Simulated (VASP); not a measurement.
BN: single point with HSE06

The system is BN.

```
B N
1.0
     2.49134    0.00000    0.00000
    -1.24567    2.15756    0.00000
     0.00000    0.00000    4.00106
B N
2 2
Direct
  0.00000 0.00000 0.00000
  0.00000 0.00000 0.50000
  0.33333 0.66667 0.25000
  0.66667 0.33333 0.75000
```

```
Program             : VASP 6.6.1
Task                : single point
Functional          : HSE06
Potentials or basis : VASP PAW PBE potentials, release 64 (B, N)
Cutoff              : 520 eV
k mesh              : 6 × 6 × 4
Occupations         : gaussian, width 0.01 eV
Spin                : no spin polarisation
```

```
Pressure               : -7.7 GPa
Band gap on the k mesh : 2.60 eV (least direct gap 6.86 eV)
```

Stress tensor (GPa, compression positive):
```
-8.92  0.00  0.00
 0.00 -8.92  0.00
 0.00  0.00 -5.31
```

Levels at points of the mesh, in eV from the valence-band top:
| k point | band 6 | band 7 | band 8 | band 9 | band 10 | band 11 |
| --- | --- | --- | --- | --- | --- | --- |
| (0.00, 0.00, 0.00) | -0.73 | -0.73 | -0.26 | 7.23 | 9.77 | 10.05 |
| (0.50, 0.00, 0.00) | -6.25 | -4.67 | -0.63 | 6.76 | 6.89 | 7.26 |
| (0.00, 0.00, 0.50) | -1.07 | -1.07 | -1.07 | 8.59 | 8.59 | 9.36 |
| (0.50, 0.00, 0.50) | -4.25 | -3.57 | -3.57 | 6.07 | 6.07 | 9.02 |

Wall time 15 min on 1 thread of Oxide Virtual Turin-like Processor, with other jobs on the host, peak memory 0.2 GiB.

Caveat: the k points lie up to 0.49 Å⁻¹ apart; the PAW data sets were made with another functional, which shifts forces and pressure a little. A k mesh can miss the band edges.
